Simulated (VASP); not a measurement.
Write the native input for VASP 6.6.1 that does the following.

```
Task                   : single point
Functional             : PBE
Potentials or basis    : VASP PAW PBE potentials, release 64 (Ta_pv)
Cutoff                 : 520 eV
k mesh                 : 9 × 9 × 9
Occupations            : gaussian, width 0.1 eV
Spin                   : no spin polarisation
Dipole correction      : no
Further INCAR settings : ALGO = Fast; EDIFF = 1e-07; NBANDS = 12
```

The structure of Ta lies in POSCAR:

```
Ta
1.0
    2.3269119475      1.3434432393      0.9773756665
   -2.3269119475      1.3434432393      0.9773756665
    0.0000000000     -2.6868864785      0.9773756665
Ta
1
Direct
    0.5000000000      0.5000000000      0.5000000000
```

These files were run (other wordings do the same):

INCAR

```
SYSTEM = Ta
PREC     = Accurate       ! precision mode
ENCUT    = 520            ! plane-wave cutoff, eV
EDIFF    = 1E-7           ! SCF threshold, eV
ISMEAR   = 0              ! smearing method
SIGMA    = 0.1            ! smearing width, eV
LREAL    = .FALSE.        ! projectors in reciprocal space
LASPH    = .TRUE.         ! aspherical terms in the spheres
NELM     = 60             ! most SCF steps
ALGO     = Fast           ! electronic algorithm
ISIF     = 2              ! what is computed and relaxed
LWAVE    = .FALSE.        ! write WAVECAR
LCHARG   = .TRUE.         ! write CHGCAR
GGA      = PE             ! functional
LELF     = .TRUE.         ! ELF
LVHAR    = .TRUE.       
NBANDS   = 12             ! bands
```

KPOINTS

```
Automatic mesh
0
G
  9 9 9
  0 0 0
```

Potentials or basis: VASP PAW PBE potentials, release 64 (Ta_pv).

Run with:

```sh
$ cat potpaw_PBE.64/Ta_pv/POTCAR > POTCAR
$ mpirun -np 1 vasp_std > vasp.out
```

Results of the run:

- Pressure: 0.1 GPa
- Band gap on the k mesh: zero (an odd number of electrons rules out a gap without spin polarisation)

Caveat: spin-orbit coupling is left out, which moves the levels of the heavy elements.

Wall time 32 s on 1 thread of Intel Xeon 8259CL, with other jobs on the host, peak memory 0.15 GiB.
